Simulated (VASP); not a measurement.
Crystal: Sb.

```
CELL_PARAMETERS angstrom
0.00000 2.37124 2.37124
2.37124 0.00000 2.37124
2.37124 2.37124 0.00000
ATOMIC_POSITIONS crystal
Sb 0.00000 0.00000 0.00000
```

- Program: VASP 6.6.1
- Task: relaxation of cell and atoms
- Functional: HF
- Potentials or basis: VASP PAW PBE potentials, release 64 (Sb)
- Cutoff: 600 eV
- k mesh: 5 × 5 × 5
- Occupations: fermi-dirac, width 0.05 eV
- Spin: no spin polarisation

At the start: pressure -15.4 GPa; volume 26.67 Å³/atom.

Task: How do energy, volume and symmetry change on relaxing?

Result: Over 9 steps the energy falls by 1010.1 meV/atom and the volume is 18.21 Å³/atom (-31.7 %); space group Fm-3m (No. 225, to 0.05 Å).

The path:
| step | energy change (eV) | largest force (eV/Å) | pressure (GPa) | volume (Å³) |
| --- | --- | --- | --- | --- |
| 1 | 0.0000 | 0.0000 | -15.41 | 26.67 |
| 2 | -1.0084 | 0.0000 | 2.42 | 17.94 |
| 3 | -1.0099 | 0.0000 | 0.79 | 18.11 |
| 4 | -1.0095 | 0.0000 | -1.35 | 18.37 |
| 5 | -1.0097 | 0.0000 | -1.17 | 18.34 |
| 6 | -1.0100 | 0.0000 | -0.54 | 18.27 |
| 7 | -1.0101 | 0.0000 | -0.52 | 18.26 |
| 8 | -1.0101 | 0.0000 | -0.34 | 18.24 |
| 9 | -1.0101 | 0.0000 | -0.02 | 18.21 |

Final structure:
```xyz
1
Lattice="0.0000 2.0880 2.0880 2.0880 0.0000 2.0880 2.0880 2.0880 0.0000" Properties=species:S:1:pos:R:3 pbc="T T T"
Sb    0.0000    0.0000    0.0000
```

Caveat: the k points lie up to 0.52 Å⁻¹ apart in the final cell; the volume moved by over 15 % at a fixed basis, so the end points are rough; the PAW data sets were made with another functional, which shifts forces and pressure a little.
